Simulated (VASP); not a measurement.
# SnO2 in VASP: notebook

SnO2 is run at these levels: PBE; tasks: single point.

All numbers are computed with VASP 6.6.1; they aren't measurements. Logs are shortened: lines on timing, memory, paths and dates and some standing lists are left out, and cuts for length are marked.

## Step 1: The cell of the first run

The typed cell holds 6 atoms: a = 4.854 Å, b = 4.854 Å, c = 3.203 Å, α = 90.00°, β = 90.00°, γ = 90.00°.

## Step 2: Single point, PBE

INCAR reads:

```
PREC     = Accurate       # precision mode
ENCUT    = 520            # plane-wave cutoff, eV
EDIFF    = 1E-6           # SCF threshold, eV
ISMEAR   = 0              # smearing method
SIGMA    = 0.05           # smearing width, eV
LREAL    = F              # projectors in reciprocal space
LASPH    = T              # aspherical terms in the spheres
NELM     = 60             # most SCF steps
ALGO     = Normal         # electronic algorithm
ISIF     = 2              # what is computed and relaxed
LWAVE    = F              # write WAVECAR
LCHARG   = F              # write CHGCAR
GGA      = PE             # functional
NBANDS   = 35             # bands
```

KPOINTS reads:

```
regular mesh
0
Gamma
  6 6 8
```

POSCAR reads:

```
SnO2
1.0
    4.8539386023      0.0000000000      0.0000000000
    0.0000000000      4.8539523402      0.0000000000
    0.0000000000      0.0000000000      3.2031140837
Sn O
2 4
Direct
    0.5000000000      0.5000000000      0.5000000000
    0.0000000000      0.0000000000      0.0000000000
    0.2699560347      0.2700139271      0.0000000000
    0.7699560347      0.2299860729      0.5000000000
    0.2300439653      0.7700139271      0.5000000000
    0.7300439653      0.7299860729      0.0000000000
```

Potentials or basis: VASP PAW PBE potentials, release 64 (Sn_d, O).

Run with:

```
$ cat potpaw_PBE.64/Sn_d/POTCAR potpaw_PBE.64/O/POTCAR > POTCAR
$ mpirun -np 1 vasp_std > vasp.out
```

OUTCAR:

```text
PREC = Accurate
   ENCUT = 520
   EDIFF = 1E-6
   ISMEAR = 0
   LREAL = F
   LASPH = T
   NELM = 60
   ISIF = 2
   GGA = PE

 ion  position               nearest neighbor table
   1  0.500  0.500  0.500-   4 1.85   5 1.85   3 2.25   6 2.25   3 2.25   6 2.25
   2  0.000  0.000  0.000-   3 1.85   6 1.85   5 2.25   4 2.25   4 2.25   5 2.25
   3  0.270  0.270  0.000-   2 1.85   1 2.25   1 2.25
   4  0.770  0.230  0.500-   1 1.85   2 2.25   2 2.25
   5  0.230  0.770  0.500-   1 1.85   2 2.25   2 2.25
   6  0.730  0.730  0.000-   2 1.85   1 2.25   1 2.25

  LATTYP: Found a simple tetragonal cell.
 ALAT       =     4.8539386023
 C/A-ratio  =     0.6599000000

  Lattice vectors:

 A1 = (   4.8539386023,   0.0000000000,   0.0000000000)
 A2 = (   0.0000000000,   4.8539523402,   0.0000000000)
 A3 = (   0.0000000000,   0.0000000000,   3.2031140837)

Analysis of symmetry for initial positions (statically):
=====================================================================
 Subroutine PRICEL returns:
 Original cell was already a primitive cell.

 Routine SETGRP: Setting up the symmetry group for a
 simple tetragonal supercell.

 Subroutine GETGRP returns: Found  8 space group operations
 (whereof  4 operations were pure point group operations)
 out of a pool of 16 trial point group operations.

The static configuration has the point symmetry C_2h.
 The point group associated with its full space group is D_2h.

Analysis of symmetry for dynamics (positions and initial velocities):
=====================================================================
 Subroutine PRICEL returns:
 Original cell was already a primitive cell.

 Routine SETGRP: Setting up the symmetry group for a
 simple tetragonal supercell.

 Subroutine GETGRP returns: Found  8 space group operations
 (whereof  4 operations were pure point group operations)
 out of a pool of 16 trial point group operations.

The dynamic configuration has the point symmetry C_2h.
 The point group associated with its full space group is D_2h.

 Subroutine INISYM returns: Found  8 space group operations
 (whereof  4 operations are pure point group operations),
 and found     1 'primitive' translations

----------------------------------------------------------------------------------------

                                     Primitive cell

  volume of cell :      75.4679

  direct lattice vectors                    reciprocal lattice vectors
     4.853938602  0.000000000  0.000000000     0.206018263  0.000000000  0.000000000
     0.000000000  4.853952340  0.000000000     0.000000000  0.206017680  0.000000000
     0.000000000  0.000000000  3.203114084     0.000000000  0.000000000  0.312196186

  length of vectors
     4.853938602  4.853952340  3.203114084     0.206018263  0.206017680  0.312196186

  position of ions in fractional coordinates (direct lattice)
     0.500000000  0.500000000  0.500000000
     0.000000000  0.000000000  0.000000000
     0.269956035  0.270013927  0.000000000
     0.769956035  0.229986073  0.500000000
     0.230043965  0.770013927  0.500000000
     0.730043965  0.729986073  0.000000000

  ion indices of the primitive-cell ions
   primitive index   ion index
                 1           1
                 2           2
                 3           3
                 4           4
                 5           5
                 6           6

----------------------------------------------------------------------------------------

 KPOINTS: regular mesh

Automatic generation of k-mesh.
 Grid dimensions read from file:
 generate k-points for:    6    6    8

 Generating k-lattice:

  Cartesian coordinates                     Fractional coordinates (reciprocal lattice)
     0.034336377  0.000000000  0.000000000     0.166666667  0.000000000  0.000000000
     0.000000000  0.034336280  0.000000000     0.000000000  0.166666667  0.000000000
     0.000000000  0.000000000  0.039024523     0.000000000  0.000000000  0.125000000

  Length of vectors
     0.034336377  0.034336280  0.039024523

  Shift w.r.t. Gamma in fractional coordinates (k-lattice)
     0.000000000  0.000000000  0.000000000

 Subroutine IBZKPT returns following result:
 ===========================================

 Found     80 irreducible k-points:

 Following reciprocal coordinates:
            Coordinates               Weight
  0.000000  0.000000  0.000000      1.000000
  0.166667  0.000000  0.000000      2.000000
  0.000000  0.166667  0.000000      2.000000
  0.333333  0.000000  0.000000      2.000000
  0.000000  0.333333  0.000000      2.000000
  0.500000  0.000000  0.000000      1.000000
[... 16 lines left out ...]
  0.000000  0.500000  0.125000      2.000000
  0.166667  0.166667  0.125000      8.000000
 [... further k-points ...]
   k-points           NKPTS =     80   k-points in BZ     NKDIM =     80   number of bands    NBANDS=     35
   number of dos      NEDOS =    301   number of ions     NIONS =      6
   total plane-waves  NPLWV =  31104
   dimension x,y,z NGX =    36 NGY =   36 NGZ =   24
   dimension x,y,z NGXF=    72 NGYF=   72 NGZF=   48
   ions per type =               2   4
   NGX,Y,Z   is equivalent  to a cutoff of  12.33, 12.33, 12.46 a.u.
   NGXF,Y,Z  is equivalent  to a cutoff of  24.66, 24.66, 24.91 a.u.
 SYSTEM =  unknown system
   PREC   = accura    normal or accurate (medium, high low for compatibility)
   ISTART =      0    job   : 0-new  1-cont  2-samecut
   ICHARG =      2    charge: 1-file 2-atom 10-const
   ISPIN  =      1    spin polarized calculation?
   LNONCOLLINEAR =      F non collinear calculations
   LSORBIT =      F    spin-orbit coupling
   LASPH  =      T    aspherical Exc in radial PAW
   ENCUT  =  520.0 eV  38.22 Ry    6.18 a.u.   9.03  9.03  5.96*2*pi/ulx,y,z
   NELM   =     60;   NELMIN=  2; NELMDL= -5     # of ELM steps
   EDIFF  = 0.1E-05   stopping-criterion for ELM
   LREAL  =      F    real-space projection
[... 7 lines left out ...]
   TEBEG  =    0.0;   TEEND  =   0.0 temperature during run
   PSTRESS=    0.0 pullay stress
   NELECT =      52.0000    total number of electrons
   NUPDOWN=      -1.0000    fix difference up-down
   EMIN   =  10.00;   EMAX   =-10.00  energy-range for DOS
   EFERMI =   0.00;   METHOD = LEGACY
   ISMEAR =     0;   SIGMA  =   0.05  broadening in eV -4-tet -1-fermi 0-gaus
   EFERMI_NEDOS =   21; number of points for ismear=-14 and -15
   IALGO  =     38    algorithm
   IMIX   =      4    mixing-type and parameters
     AMIX     =   0.40;   BMIX     =  1.00
     AMIX_MAG =   1.60;   BMIX_MAG =  1.00
  volume/ion in A,a.u.               =      12.58        84.88
  Fermi-wavevector in a.u.,A,eV,Ry     =   1.445956  2.732461 28.446926  2.090790
  Thomas-Fermi vector in A             =   2.564080
   LORBIT       =      0    0 simple, 1 ext, 2 COOP (PROOUT), +10 PAW based schemes
   GGA     = PE    functional components
   LHFCALC =     F    Hartree Fock is set to
   AEXX    =    0.0000 exact exchange contribution
   IVDW    =     0    specifies the selected vdW correction
   LEPSILON=     F    determine dielectric tensor
   LRPA    =     F    only Hartree local field effects (RPA)
 non-spin polarized calculation
 Gauss-broadening in eV      SIGMA  =   0.05
  energy-cutoff  :      520.00
  volume of cell :       75.47
 maximum number of plane-waves:      2052
   NGX = 19   NGY = 19   NGZ = 11

 number of electron      52.0000031 magnetization

 Free energy of the ion-electron system (eV)
  ---------------------------------------------------
  ext. energy  EPLUGINS =         0.00000000
  ---------------------------------------------------
  free energy    TOTEN  =       -35.01960000 eV

  energy without entropy =      -35.01943329  energy(sigma->0) =      -35.01951665

 E-fermi :   5.6651     XC(G=0): -10.9816

 val. band max:        5.6449507008   @ k =   0.0000   0.0000   0.0000
 cond. band min:       5.6851716781   @ k =   0.0000   0.0000   0.0000
 fundamental gap:      0.0402209773
 Fermi energy:         5.6650647435

 k-point     1 :       0.0000    0.0000    0.0000
  band No.  band energies     occupation
      1     -16.1379      2.00000
      2     -15.6497      2.00000
      3     -14.9552      2.00000
      4     -14.9180      2.00000
      5     -14.8266      2.00000
      6     -14.8266      2.00000
[... 27 lines left out ...]
     34      18.5546      0.00000
     35      18.6762      0.00000

 k-point     2 :       0.1667    0.0000    0.0000
  band No.  band energies     occupation
      1     -16.1070      2.00000
      2     -15.6816      2.00000
      3     -14.9530      2.00000
      4     -14.9210      2.00000
      5     -14.8242      2.00000
      6     -14.8241      2.00000
[... 27 lines left out ...]
     34      18.3099      0.00000
     35      18.5385      0.00000

 k-point     3 :       0.0000    0.1667    0.0000
  band No.  band energies     occupation
      1     -16.1070      2.00000
      2     -15.6816      2.00000
      3     -14.9530      2.00000
      4     -14.9210      2.00000
      5     -14.8242      2.00000
      6     -14.8241      2.00000
[... 27 lines left out ...]
     34      18.3115      0.00000
     35      18.6307      0.00000

 k-point     4 :       0.3333    0.0000    0.0000
  band No.  band energies     occupation
      1     -16.0205      2.00000
      2     -15.7721      2.00000
      3     -14.9470      2.00000
      4     -14.9286      2.00000
      5     -14.8189      2.00000
      6     -14.8187      2.00000
[... 27 lines left out ...]
     34      17.5952      0.00000
     35      17.9627      0.00000

 k-point     5 :       0.0000    0.3333    0.0000
  band No.  band energies     occupation
      1     -16.0205      2.00000
      2     -15.7720      2.00000
      3     -14.9470      2.00000
      4     -14.9286      2.00000
      5     -14.8189      2.00000
      6     -14.8187      2.00000
[... 638 lines left out ...]
 k-point    22 :       0.5000    0.0000    0.1250
  band No.  band energies     occupation
      1     -15.9004      2.00000
      2     -15.9004      2.00000
      3     -14.9180      2.00000
      4     -14.9180      2.00000
      5     -14.8415      2.00000
      6     -14.8415      2.00000
[... 27 lines left out ...]
     34      15.8928      0.00000
     35      18.4992      0.00000

 k-point    23 :       0.0000    0.5000    0.1250
  band No.  band energies     occupation
      1     -15.9004      2.00000
      2     -15.9004      2.00000
      3     -14.9180      2.00000
      4     -14.9180      2.00000
      5     -14.8415      2.00000
      6     -14.8415      2.00000
[... 27 lines left out ...]
     34      15.8919      0.00000
     35      18.4992      0.00000

 k-point    24 :       0.1667    0.1667    0.1250
  band No.  band energies     occupation
      1     -16.0596      2.00000
      2     -15.7234      2.00000
      3     -14.9257      2.00000
      4     -14.9035      2.00000
      5     -14.8864      2.00000
      6     -14.8468      2.00000
[... 27 lines left out ...]
     34      17.5953      0.00000
     35      17.9883      0.00000

 [... further k-points ...]
[... 5 lines left out ...]
  --------------------------------------------------------------------------------------
  -------------------------------------------------------------------------------------
  Total        6.0249808      6.0326280      1.7758370      0.0000000      0.0000000      0.0000000
  in kB      127.9098697    128.0722193     37.7008803      0.0000000      0.0000000      0.0000000
  external PRESSURE =      97.8943231 kB  Pullay stress =       0.0000000 kB

 VOLUME and BASIS-vectors are now :
 -----------------------------------------------------------------------------
  energy-cutoff  :      520.00
  volume of cell :       75.47
      direct lattice vectors                 reciprocal lattice vectors
     4.853938602  0.000000000  0.000000000     0.206018263  0.000000000  0.000000000
     0.000000000  4.853952340  0.000000000     0.000000000  0.206017680  0.000000000
     0.000000000  0.000000000  3.203114084     0.000000000  0.000000000  0.312196186

 POSITION                                       TOTAL-FORCE (eV/Angst)
 -----------------------------------------------------------------------------------
      2.42697      2.42698      1.60156         0.000000      0.000000      0.000000
      0.00000      0.00000      0.00000         0.000000      0.000000      0.000000
      1.31035      1.31063      0.00000         3.261878      3.262130      0.000000
      3.73732      1.11634      1.60156         3.261878     -3.262130      0.000000
      1.11662      3.73761      1.60156        -3.261878      3.262130      0.000000
      3.54359      3.54332      0.00000        -3.261878     -3.262130     -0.000000
 -----------------------------------------------------------------------------------
    total drift:                                0.000000      0.000000      0.000000

  FREE ENERGIE OF THE ION-ELECTRON SYSTEM (eV)
  ---------------------------------------------------
  free  energy   TOTEN  =       -35.0196000034 eV

  energy  without entropy=      -35.0194332905  energy(sigma->0) =      -35.01951665
```

Wall time 2 min (1 thread of Intel Xeon Platinum 8259CL at 2.50GHz (Skylake/Cascade Lake), shared host); peak memory 0.29 GiB.

What came out:

| Quantity | Value |
| --- | --- |
| Free energy | -35.0196 eV |
| Pressure | 9.8 GPa |
| Largest force | 4.613 eV/Å |
| Band gap on the k mesh | 0.04 eV |

Forces in eV/Å, atoms in the order of the input:
```
Sn   0.000  0.000  0.000
Sn   0.000  0.000  0.000
O    3.262  3.262  0.000
O    3.262 -3.262  0.000
O   -3.262  3.262  0.000
O   -3.262 -3.262  0.000
```

Caveat: the stress differs along the axes, from 4 to 13 GPa; semilocal functionals underestimate gaps, and a narrow one can read as zero; spin-orbit coupling is left out, which moves the levels of the heavy elements; forces of over 1 eV/Å act on the atoms, so gaps and moduli don't describe the material at rest.

## Step 3: Single point, PBE

This run uses another cell than the first one, of the same volume but with other edges.

INCAR reads:

```
SYSTEM = SnO2
PREC = Accurate ; ENCUT = 520
EDIFF = 1E-7 ; ISMEAR = 0
SIGMA = 0.05 ; LREAL = .FALSE.
LASPH = .TRUE. ; NELM = 80
ALGO = Normal ; ISIF = 2
LWAVE = .FALSE. ; LCHARG = .TRUE.
GGA = PE ; LELF = .TRUE.
LVHAR = .TRUE. ; NBANDS = 35
```

KPOINTS reads:

```
Automatic mesh
0
G
  6 6 8
  0 0 0
```

POSCAR reads:

```
SnO2
1.0
    4.7055908175      0.0000000000      0.0000000000
    0.0000000000      4.7056041355      0.0000000000
    0.0000000000      0.0000000000      3.4082594291
Sn O
2 4
Direct
    0.5000000000      0.5000000000      0.5000000000
    0.0000000000      0.0000000000      0.0000000000
    0.2846025975      0.2846604899      0.0000000000
    0.7846025975      0.2153395101      0.5000000000
    0.2153974025      0.7846604899      0.5000000000
    0.7153974025      0.7153395101      0.0000000000
```

Potentials or basis: VASP PAW PBE potentials, release 64 (Sn_d, O).

Run with:

```
$ cat potpaw_PBE.64/Sn_d/POTCAR potpaw_PBE.64/O/POTCAR > POTCAR
$ mpirun -np 1 vasp_std > vasp.out
```

OUTCAR:

```text
SYSTEM = SnO2
   PREC = Accurate
   ENCUT = 520
   EDIFF = 1E-7
   ISMEAR = 0
   LREAL = .FALSE.
   LASPH = .TRUE.
   NELM = 80
   ISIF = 2
   GGA = PE

 ion  position               nearest neighbor table
   1  0.500  0.500  0.500-   4 1.89   5 1.89   3 2.23   6 2.23   3 2.23   6 2.23   2 3.74   2 3.74
                             2 3.74   2 3.74   2 3.74   2 3.74   2 3.74   2 3.74
   2  0.000  0.000  0.000-   3 1.89   6 1.89   5 2.23   4 2.23   4 2.23   5 2.23   1 3.74   1 3.74
                             1 3.74   1 3.74   1 3.74   1 3.74   1 3.74   1 3.74
   3  0.285  0.285  0.000-   2 1.89   1 2.23   1 2.23
   4  0.785  0.215  0.500-   1 1.89   2 2.23   2 2.23
[... 1124 lines left out ...]
  Total        5.5781042      5.5833425     -4.2583938      0.0000000      0.0000000      0.0000000
  in kB      118.4227153    118.5339230    -90.4053657      0.0000000      0.0000000      0.0000000
  external PRESSURE =      48.8504242 kB  Pullay stress =       0.0000000 kB

 VOLUME and BASIS-vectors are now :
 -----------------------------------------------------------------------------
  energy-cutoff  :      520.00
  volume of cell :       75.47
      direct lattice vectors                 reciprocal lattice vectors
     4.705590818  0.000000000  0.000000000     0.212513165  0.000000000  0.000000000
     0.000000000  4.705604135  0.000000000     0.000000000  0.212512564  0.000000000
     0.000000000  0.000000000  3.408259429     0.000000000  0.000000000  0.293404895

 POSITION                                       TOTAL-FORCE (eV/Angst)
 -----------------------------------------------------------------------------------
      2.35280      2.35280      1.70413         0.000000      0.000000      0.000000
      0.00000      0.00000      0.00000         0.000000      0.000000      0.000000
      1.33922      1.33950      0.00000         2.310981      2.310914      0.000000
      3.69202      1.01330      1.70413         2.310981     -2.310914      0.000000
      1.01357      3.69230      1.70413        -2.310981      2.310914      0.000000
      3.36637      3.36610      0.00000        -2.310981     -2.310914      0.000000
 -----------------------------------------------------------------------------------
    total drift:                                0.000000      0.000000      0.000000

  FREE ENERGIE OF THE ION-ELECTRON SYSTEM (eV)
  ---------------------------------------------------
  free  energy   TOTEN  =       -36.1492755959 eV

  energy  without entropy=      -36.1492755959  energy(sigma->0) =      -36.14927560
```

OSZICAR:

```text
N       E                     dE             d eps       ncg     rms          rms(c)
DAV:   1     0.642487830551E+03    0.64249E+03   -0.25509E+04  6190   0.228E+03
DAV:   2     0.605641904754E+02   -0.58192E+03   -0.54784E+03  6088   0.608E+02
DAV:   3    -0.374029286885E+02   -0.97967E+02   -0.95917E+02  6132   0.208E+02
DAV:   4    -0.425925162460E+02   -0.51896E+01   -0.51477E+01  7052   0.517E+01
DAV:   5    -0.427243741179E+02   -0.13186E+00   -0.13169E+00  6900   0.875E+00    0.163E+01
DAV:   6    -0.361036778656E+02    0.66207E+01   -0.18854E+01  8547   0.645E+01    0.626E+00
DAV:   7    -0.361955619707E+02   -0.91884E-01   -0.21138E+00  6158   0.827E+00    0.334E+00
DAV:   8    -0.361586418530E+02    0.36920E-01   -0.22417E-01  8249   0.412E+00    0.757E-01
DAV:   9    -0.361483581780E+02    0.10284E-01   -0.38862E-02  8939   0.292E+00    0.134E-01
DAV:  10    -0.361491693868E+02   -0.81121E-03   -0.47011E-03  6850   0.527E-01    0.566E-02
DAV:  11    -0.361492776253E+02   -0.10824E-03   -0.18621E-04  8070   0.109E-01    0.207E-02
DAV:  12    -0.361492776171E+02    0.81509E-08   -0.10148E-05  7210   0.223E-02    0.123E-02
DAV:  13    -0.361492756153E+02    0.20019E-05   -0.52421E-06  7340   0.304E-02    0.119E-03
DAV:  14    -0.361492755959E+02    0.19398E-07   -0.61828E-07  6738   0.482E-03
   1 F= -.36149276E+02 E0= -.36149276E+02  d E =-.904085E-11
```

It took 2.6 min on 1 thread of Intel Xeon Platinum 8259CL at 2.50GHz (Skylake/Cascade Lake), shared host; peak memory 0.29 GiB.

What came out:

```yaml
Free_energy: -36.1493 eV
Pressure: 4.9 GPa
Largest_force: 3.268 eV/Å
Band_gap_on_the_k_mesh: 0.50 eV
```

Forces on the atoms (eV/Å):
```
Sn   0.000  0.000  0.000
Sn   0.000  0.000  0.000
O    2.311  2.311  0.000
O    2.311 -2.311  0.000
O   -2.311  2.311  0.000
O   -2.311 -2.311  0.000
```

Stress tensor (GPa, compression positive):
```
11.84  0.00  0.00
 0.00 11.85  0.00
 0.00  0.00 -9.04
```

Caveat: the stress differs along the axes, from -9 to 12 GPa; semilocal functionals underestimate gaps, and a narrow one can read as zero; spin-orbit coupling is left out, which moves the levels of the heavy elements; forces of over 1 eV/Å act on the atoms, so gaps and moduli don't describe the material at rest.
